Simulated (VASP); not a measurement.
# Hf3Cl (Fm-3m) in VASP: notebook

Hf3Cl is run at these levels: PBE; tasks: single point, relaxation of cell and atoms.

Everything below comes from runs of VASP 6.6.1. Logs are shortened: lines on timing, memory, paths and dates and some standing lists are left out, and cuts for length are marked.

### 1 The cell of the first run

It takes space group Fm-3m (No. 225, cubic). Conventional cell: a = 7.012 Å, b = 7.012 Å, c = 7.012 Å, α = 90.00°, β = 90.00°, γ = 90.00°. Hf (site symmetry -43m) has 10 Hf at 3.04 to 3.51 Å and 4 Cl at 3.04 Å within 4.0 Å. Hf (site symmetry m-3m) has 8 Hf at 3.04 Å and 6 Cl at 3.51 Å within 4.0 Å. Within 4.0 Å of Cl (site symmetry m-3m) lie 14 Hf at 3.04 to 3.51 Å.

### 2 Single point, PBE

The input, INCAR:

```
PREC = Accurate
ENCUT = 520
EDIFF = 1E-7
ISMEAR = 0
SIGMA = 0.1
LREAL = F
LASPH = T
NELM = 100
ALGO = Normal
ISIF = 2
LWAVE = F
LCHARG = T
GGA = PE
LELF = T
LVHAR = T
NBANDS = 26
```

The input, KPOINTS:

```
Automatic mesh
0
Gamma
  12 12 12
```

The input, POSCAR:

```
Hf3Cl
1.0
    0.0000000000      3.5059475321      3.5059475321
    3.5059475321      0.0000000000      3.5059475321
    3.5059475321      3.5059475321      0.0000000000
Hf Cl
3 1
Direct
    0.2500000000      0.2500000000      0.2500000000
    0.7500000000      0.7500000000      0.7500000000
    0.5000000000      0.5000000000      0.5000000000
    0.0000000000      0.0000000000      0.0000000000
```

Potentials or basis: VASP PAW PBE potentials, release 64 (Hf_pv, Cl).

Command:

```console
cat potpaw_PBE.64/Hf_pv/POTCAR potpaw_PBE.64/Cl/POTCAR > POTCAR
mpirun -np 1 vasp_std > vasp.out
```

OUTCAR:

```text
PREC = Accurate
   ENCUT = 520
   EDIFF = 1E-7
   ISMEAR = 0
   LREAL = F
   LASPH = T
   NELM = 100
   ISIF = 2
   GGA = PE

 ion  position               nearest neighbor table
   1  0.250  0.250  0.250-   4 3.04   4 3.04   4 3.04   3 3.04   4 3.04   3 3.04   3 3.04   3 3.04
                             2 3.51   2 3.51   2 3.51   2 3.51   2 3.51   2 3.51
   2  0.750  0.750  0.750-   3 3.04   3 3.04   3 3.04   3 3.04   4 3.04   4 3.04   4 3.04   4 3.04
                             1 3.51   1 3.51   1 3.51   1 3.51   1 3.51   1 3.51
   3  0.500  0.500  0.500-   1 3.04   1 3.04   1 3.04   1 3.04   2 3.04   2 3.04   2 3.04   2 3.04

   4  0.000  0.000  0.000-   2 3.04   2 3.04   2 3.04   1 3.04   2 3.04   1 3.04   1 3.04   1 3.04

  LATTYP: Found a face centered cubic cell.
 ALAT       =     7.0118950642

  Lattice vectors:

 A1 = (   0.0000000000,   3.5059475321,   3.5059475321)
 A2 = (   3.5059475321,   0.0000000000,   3.5059475321)
 A3 = (   3.5059475321,   3.5059475321,   0.0000000000)

Analysis of symmetry for initial positions (statically):
=====================================================================
 Subroutine PRICEL returns:
 Original cell was already a primitive cell.

 Routine SETGRP: Setting up the symmetry group for a
 face centered cubic supercell.

 Subroutine GETGRP returns: Found 48 space group operations
 (whereof 48 operations were pure point group operations)
 out of a pool of 48 trial point group operations.

The static configuration has the point symmetry O_h .

Analysis of symmetry for dynamics (positions and initial velocities):
=====================================================================
 Subroutine PRICEL returns:
 Original cell was already a primitive cell.

 Routine SETGRP: Setting up the symmetry group for a
 face centered cubic supercell.

 Subroutine GETGRP returns: Found 48 space group operations
 (whereof 48 operations were pure point group operations)
 out of a pool of 48 trial point group operations.

The dynamic configuration has the point symmetry O_h .

 Subroutine INISYM returns: Found 48 space group operations
 (whereof 48 operations are pure point group operations),
 and found     1 'primitive' translations

----------------------------------------------------------------------------------------

                                     Primitive cell

  volume of cell :      86.1879

  direct lattice vectors                    reciprocal lattice vectors
     0.000000000  3.505947532  3.505947532    -0.142614798  0.142614798  0.142614798
     3.505947532  0.000000000  3.505947532     0.142614798 -0.142614798  0.142614798
     3.505947532  3.505947532  0.000000000     0.142614798  0.142614798 -0.142614798

  length of vectors
     4.958158549  4.958158549  4.958158549     0.247016076  0.247016076  0.247016076

  position of ions in fractional coordinates (direct lattice)
     0.250000000  0.250000000  0.250000000
     0.750000000  0.750000000  0.750000000
     0.500000000  0.500000000  0.500000000
     0.000000000  0.000000000  0.000000000

  ion indices of the primitive-cell ions
   primitive index   ion index
                 1           1
                 2           2
                 3           3
                 4           4

----------------------------------------------------------------------------------------

 KPOINTS: Automatic mesh

Automatic generation of k-mesh.
 Grid dimensions read from file:
 generate k-points for:   12   12   12

 Generating k-lattice:

  Cartesian coordinates                     Fractional coordinates (reciprocal lattice)
    -0.011884567  0.011884567  0.011884567     0.083333333  0.000000000  0.000000000
     0.011884567 -0.011884567  0.011884567     0.000000000  0.083333333  0.000000000
     0.011884567  0.011884567 -0.011884567     0.000000000  0.000000000  0.083333333

  Length of vectors
     0.020584673  0.020584673  0.020584673

  Shift w.r.t. Gamma in fractional coordinates (k-lattice)
     0.000000000  0.000000000  0.000000000

 Subroutine IBZKPT returns following result:
 ===========================================

 Found     72 irreducible k-points:

 Following reciprocal coordinates:
            Coordinates               Weight
  0.000000  0.000000  0.000000      1.000000
  0.083333  0.000000  0.000000      8.000000
  0.166667  0.000000  0.000000      8.000000
  0.250000  0.000000  0.000000      8.000000
  0.333333  0.000000  0.000000      8.000000
  0.416667  0.000000  0.000000      8.000000
[... 16 lines left out ...]
  0.500000  0.166667  0.000000     24.000000
 -0.416667  0.166667  0.000000     24.000000
 [... further k-points ...]
   k-points           NKPTS =     72   k-points in BZ     NKDIM =     72   number of bands    NBANDS=     26
   number of dos      NEDOS =    301   number of ions     NIONS =      4
   total plane-waves  NPLWV =  64000
   dimension x,y,z NGX =    40 NGY =   40 NGZ =   40
   dimension x,y,z NGXF=    80 NGYF=   80 NGZF=   80
   ions per type =               3   1
   NGX,Y,Z   is equivalent  to a cutoff of  13.41, 13.41, 13.41 a.u.
   NGXF,Y,Z  is equivalent  to a cutoff of  26.82, 26.82, 26.82 a.u.
 SYSTEM =  unknown system
   PREC   = accura    normal or accurate (medium, high low for compatibility)
   ISTART =      0    job   : 0-new  1-cont  2-samecut
   ICHARG =      2    charge: 1-file 2-atom 10-const
   ISPIN  =      1    spin polarized calculation?
   LNONCOLLINEAR =      F non collinear calculations
   LSORBIT =      F    spin-orbit coupling
   LASPH  =      T    aspherical Exc in radial PAW
   ENCUT  =  520.0 eV  38.22 Ry    6.18 a.u.   9.22  9.22  9.22*2*pi/ulx,y,z
   NELM   =    100;   NELMIN=  2; NELMDL= -5     # of ELM steps
   EDIFF  = 0.1E-06   stopping-criterion for ELM
   LREAL  =      F    real-space projection
   EDIFFG = 0.1E-05   stopping-criterion for IOM
   NSW    =      0    number of steps for IOM
   IBRION =     -1    ionic relax: 0-MD 1-quasi-New 2-CG
   NFREE  =      0    steps in history (QN), initial steepest desc. (CG)
   ISIF   =      2    stress and relaxation
   ISYM   =      2    0-nonsym 1-usesym 2-fastsym
   POTIM  = 0.5000    time-step for ionic-motion
   TEBEG  =    0.0;   TEEND  =   0.0 temperature during run
   PSTRESS=    0.0 pullay stress
   NELECT =      37.0000    total number of electrons
   NUPDOWN=      -1.0000    fix difference up-down
   EMIN   =  10.00;   EMAX   =-10.00  energy-range for DOS
   EFERMI =   0.00;   METHOD = LEGACY
   ISMEAR =     0;   SIGMA  =   0.10  broadening in eV -4-tet -1-fermi 0-gaus
   EFERMI_NEDOS =   21; number of points for ismear=-14 and -15
   IALGO  =     38    algorithm
   IMIX   =      4    mixing-type and parameters
     AMIX     =   0.40;   BMIX     =  1.00
     AMIX_MAG =   1.60;   BMIX_MAG =  1.00
  volume/ion in A,a.u.               =      21.55       145.41
  Fermi-wavevector in a.u.,A,eV,Ry     =   1.234980  2.333774 20.751281  1.525176
  Thomas-Fermi vector in A             =   2.369648
   LORBIT       =      0    0 simple, 1 ext, 2 COOP (PROOUT), +10 PAW based schemes
   GGA     = PE    functional components
   LHFCALC =     F    Hartree Fock is set to
   AEXX    =    0.0000 exact exchange contribution
   IVDW    =     0    specifies the selected vdW correction
   LEPSILON=     F    determine dielectric tensor
   LRPA    =     F    only Hartree local field effects (RPA)
 non-spin polarized calculation
 Gauss-broadening in eV      SIGMA  =   0.10
  energy-cutoff  :      520.00
  volume of cell :       86.19
 maximum number of plane-waves:      2336
 NGX is ok and might be reduce to    40
   NGX = 19   NGY = 19   NGZ = 19

 number of electron      37.0000003 magnetization

 Free energy of the ion-electron system (eV)
  ---------------------------------------------------
  ext. energy  EPLUGINS =         0.00000000
  ---------------------------------------------------
  free energy    TOTEN  =       -29.53850271 eV

  energy without entropy =      -29.50717354  energy(sigma->0) =      -29.52283812

 E-fermi :   5.2960     XC(G=0): -11.0255

 val. band max:        5.2932935393   @ k =  -0.4167   0.4167   0.0000
 cond. band min:       5.2988100901   @ k =   0.5000   0.0833   0.0000
 fundamental gap:      0.0055165508
 Fermi energy:         5.2959665480

 k-point     1 :       0.0000    0.0000    0.0000
  band No.  band energies     occupation
      1     -25.6307      2.00000
      2     -25.6307      2.00000
      3     -25.6307      2.00000
      4     -25.5603      2.00000
      5     -25.5603      2.00000
      6     -25.5603      2.00000
[... 18 lines left out ...]
     25       8.3169      0.00000
     26       9.9285      0.00000

 k-point     2 :       0.0833    0.0000    0.0000
  band No.  band energies     occupation
      1     -25.6387      2.00000
      2     -25.6316      2.00000
      3     -25.6316      2.00000
      4     -25.5609      2.00000
      5     -25.5609      2.00000
      6     -25.5516      2.00000
[... 18 lines left out ...]
     25       8.3786      0.00000
     26       9.8786      0.00000

 k-point     3 :       0.1667    0.0000    0.0000
  band No.  band energies     occupation
      1     -25.6507      2.00000
      2     -25.6338      2.00000
      3     -25.6338      2.00000
      4     -25.5626      2.00000
      5     -25.5626      2.00000
      6     -25.5381      2.00000
[... 18 lines left out ...]
     25       8.5188      0.00000
     26       9.7796      0.00000

 k-point     4 :       0.2500    0.0000    0.0000
  band No.  band energies     occupation
      1     -25.6550      2.00000
      2     -25.6368      2.00000
      3     -25.6368      2.00000
      4     -25.5651      2.00000
      5     -25.5651      2.00000
      6     -25.5335      2.00000
[... 18 lines left out ...]
     25       8.6370      0.00000
     26       9.7038      0.00000

 k-point     5 :       0.3333    0.0000    0.0000
  band No.  band energies     occupation
      1     -25.6481      2.00000
      2     -25.6396      2.00000
      3     -25.6396      2.00000
      4     -25.5676      2.00000
      5     -25.5676      2.00000
      6     -25.5419      2.00000
[... 18 lines left out ...]
     25       8.1758      0.00000
     26       9.6666      0.00000

 k-point     6 :       0.4167    0.0000    0.0000
  band No.  band energies     occupation
      1     -25.6416      2.00000
      2     -25.6416      2.00000
      3     -25.6325      2.00000
      4     -25.5695      2.00000
      5     -25.5695      2.00000
      6     -25.5599      2.00000
[... 427 lines left out ...]
 k-point    21 :       0.3333    0.1667    0.0000
  band No.  band energies     occupation
      1     -25.6842      2.00000
      2     -25.6813      2.00000
      3     -25.6190      2.00000
      4     -25.5612      2.00000
      5     -25.5281      2.00000
      6     -25.5254      2.00000
[... 18 lines left out ...]
     25       8.7710      0.00000
     26       9.1572      0.00000

 k-point    22 :       0.4167    0.1667    0.0000
  band No.  band energies     occupation
      1     -25.6844      2.00000
      2     -25.6768      2.00000
      3     -25.6342      2.00000
      4     -25.5501      2.00000
      5     -25.5330      2.00000
      6     -25.5316      2.00000
[... 18 lines left out ...]
     25       8.2272      0.00000
     26       9.1901      0.00000

 k-point    23 :       0.5000    0.1667    0.0000
  band No.  band energies     occupation
      1     -25.6781      2.00000
      2     -25.6751      2.00000
      3     -25.6356      2.00000
      4     -25.5617      2.00000
      5     -25.5392      2.00000
      6     -25.5285      2.00000
[... 18 lines left out ...]
     25       7.7459      0.00000
     26       9.2795      0.00000

 k-point    24 :      -0.4167    0.1667    0.0000
  band No.  band energies     occupation
      1     -25.6819      2.00000
      2     -25.6657      2.00000
      3     -25.6229      2.00000
      4     -25.5810      2.00000
      5     -25.5501      2.00000
      6     -25.5184      2.00000
[... 18 lines left out ...]
     25       7.6976      0.00000
     26       9.4139      0.00000

 [... further k-points ...]
[... 5 lines left out ...]
  --------------------------------------------------------------------------------------
  -------------------------------------------------------------------------------------
  Total       -0.1818125     -0.1818125     -0.1818125     -0.0000000      0.0000000     -0.0000000
  in kB       -3.3797771     -3.3797771     -3.3797771     -0.0000000      0.0000000     -0.0000000
  external PRESSURE =      -3.3797771 kB  Pullay stress =       0.0000000 kB

 VOLUME and BASIS-vectors are now :
 -----------------------------------------------------------------------------
  energy-cutoff  :      520.00
  volume of cell :       86.19
      direct lattice vectors                 reciprocal lattice vectors
     0.000000000  3.505947532  3.505947532    -0.142614798  0.142614798  0.142614798
     3.505947532  0.000000000  3.505947532     0.142614798 -0.142614798  0.142614798
     3.505947532  3.505947532  0.000000000     0.142614798  0.142614798 -0.142614798

 POSITION                                       TOTAL-FORCE (eV/Angst)
 -----------------------------------------------------------------------------------
      1.75297      1.75297      1.75297         0.000000      0.000000      0.000000
      5.25892      5.25892      5.25892        -0.000000     -0.000000     -0.000000
      3.50595      3.50595      3.50595        -0.000000     -0.000000     -0.000000
      0.00000      0.00000      0.00000        -0.000000     -0.000000     -0.000000
 -----------------------------------------------------------------------------------
    total drift:                               -0.000000      0.000000      0.000000

  FREE ENERGIE OF THE ION-ELECTRON SYSTEM (eV)
  ---------------------------------------------------
  free  energy   TOTEN  =       -29.5385027062 eV

  energy  without entropy=      -29.5071735429  energy(sigma->0) =      -29.52283812
```

It took 2.5 min on 1 thread of Intel Xeon Platinum 8259CL at 2.50GHz (Skylake/Cascade Lake), shared host; peak memory 0.32 GiB.

Results:

```yaml
Free_energy: -29.5385 eV
Pressure: -0.3 GPa
```

Caveat: spin-orbit coupling is left out, which moves the levels of the heavy elements; an odd number of electrons without spin polarisation forces a metal; a magnetic or distorted state may lie lower.

[end of part 1 of 2]
